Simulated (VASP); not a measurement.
GaP: single point with LDA

Crystal: GaP.

```
CELL_PARAMETERS angstrom
0.00000 2.72525 2.64349
2.72525 0.00000 2.64349
2.72525 2.72525 0.00000
ATOMIC_POSITIONS crystal
Ga 0.00000 0.00000 0.00000
P 0.75000 0.75000 0.75000
```

This cell differs from its parent crystal: zz strain of -3 %.

```yaml
Program: VASP 6.6.1
Task: single point
Functional: LDA
Potentials_or_basis: VASP PAW LDA potentials, release 64 (Ga_d, P)
Cutoff: 520 eV
k_mesh: 10 × 10 × 10
Occupations: fermi-dirac, width 0.05 eV
Spin: no spin polarisation
```

```yaml
Pressure: -0.1 GPa
Band_gap_on_the_k_mesh: 1.11 eV, indirect (least direct gap 1.77 eV)
```

Stress tensor (GPa, compression positive):
```
-0.86  0.00  0.00
 0.00 -0.86  0.00
 0.00  0.00  1.39
```

Levels at points of the mesh, in eV from the valence-band top:
| k point | band 6 | band 7 | band 8 | band 9 | band 10 | band 11 | band 12 | band 13 |
| --- | --- | --- | --- | --- | --- | --- | --- | --- |
| (0.00, 0.00, 0.00) | -12.85 | -0.17 | -0.17 | 0.00 | 1.77 | 3.64 | 3.70 | 3.70 |
| (0.50, 0.00, 0.00) | -10.67 | -6.99 | -1.41 | -1.16 | 1.48 | 4.39 | 4.66 | 8.00 |
| (0.50, 0.50, 0.00) | -9.61 | -6.95 | -3.07 | -3.07 | 1.18 | 1.35 | 10.56 | 10.56 |
| (0.50, 0.00, 0.50) | -9.75 | -7.16 | -2.86 | -2.84 | 1.40 | 1.64 | 10.52 | 10.52 |

Run time: 63 s on 1 thread of Intel(R) Xeon(R) Platinum 8375C CPU @ 2.90GHz (Ice Lake), with other jobs on the host, peak memory 0.18 GiB.

Caveat: the cell differs from its parent crystal (zz strain of -3 %). A k mesh can miss the band edges.
